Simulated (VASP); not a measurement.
## Sc: density of states with LDA

The system is Sc.

```xyz
1
Lattice="0.0000 2.2600 2.2600 2.2600 0.0000 2.2600 2.2600 2.2600 0.0000" Properties=species:S:1:pos:R:3 pbc="T T T"
Sc    0.0000    0.0000    0.0000
```

```yaml
Program: VASP 6.6.1
Task: density of states
Functional: LDA
Potentials_or_basis: VASP PAW LDA potentials, release 64 (Sc_sv)
Cutoff: 520 eV
k_mesh: 14 × 14 × 14
Occupations: gaussian, width 0.05 eV
Spin: no spin polarisation
Dipole_correction: no
k_mesh_for_the_DOS: 21 × 21 × 21
Occupations_for_the_DOS: tetrahedron
Further_INCAR_settings: ALGO = Normal; EDIFF = 1e-06; NBANDS = 12
```

* Valence electrons inside the program's atomic spheres: Sc 9.49

Levels at points of the mesh, in eV from the Fermi level:
| k point | band 1 | band 2 | band 3 | band 4 | band 5 | band 6 | band 7 | band 8 | band 9 | band 10 |
| --- | --- | --- | --- | --- | --- | --- | --- | --- | --- | --- |
| (0.00, 0.00, 0.00) | -48.66 | -27.37 | -27.37 | -27.37 | -5.25 | 1.61 | 1.61 | 1.61 | 3.11 | 3.11 |

Run time: 35 s on 1 thread of AMD EPYC 9R14 (Zen 4), with other jobs on the host, peak memory 0.15 GiB.
